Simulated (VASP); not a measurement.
Set up this calculation in VASP 6.6.1, as the native input.

- Task: single point
- Functional: PBEsol
- Dispersion: D3(BJ)
- Potentials or basis: VASP PAW PBE potentials, release 64 (Ni)
- Cutoff: 600 eV
- k mesh: 24 × 24 × 24
- Occupations: fermi-dirac, width 0.1 eV
- Spin: collinear spin, ferromagnetic start
- Starting moments: [1.5] μB
- Dipole correction: no
- Further INCAR settings: ALGO = Normal; EDIFF = 1e-06; NBANDS = 15

The structure of Ni lies in POSCAR:

```
Ni
1.0
    0.0000000000      1.7196959103      1.7196959103
    1.7196959103      0.0000000000      1.7196959103
    1.7196959103      1.7196959103      0.0000000000
Ni
1
Direct
    0.0000000000      0.0000000000      0.0000000000
```

These files were run (other wordings do the same):

INCAR

```
ALGO = Normal
EDIFF = 1E-6
ENCUT = 600
GGA = PS
GGA_COMPAT = F
ISIF = 2
ISMEAR = -1
ISPIN = 2
IVDW = 12
LASPH = T
LCHARG = T
LELF = T
LMAXMIX = 4
LORBIT = 11
LREAL = F
LVHAR = T
LWAVE = F
MAGMOM = 1.5
NBANDS = 15
NELM = 200
PREC = Accurate
SIGMA = 0.1
```

KPOINTS

```
k-points
0
Gamma
  24 24 24
```

Potentials or basis: VASP PAW PBE potentials, release 64 (Ni).

Launch:

```sh
$ cat potpaw_PBE.64/Ni/POTCAR > POTCAR
$ mpirun -np 1 vasp_std > vasp.out
```

It gave:

The pressure is -2.0 GPa and the net moment is 0.59 μB per cell. The site moments are Ni +0.59 μB, the valence electrons inside the program's atomic spheres are Ni 9.44 and the dispersion energy per atom is -0.446 eV.

Caveat: three body term missing; the PAW data sets were made with another functional, which shifts forces and pressure a little.

It took 100 s on 1 thread of Intel(R) Xeon(R) Platinum 8375C CPU @ 2.90GHz (Ice Lake), on a shared host, peak memory 0.23 GiB.
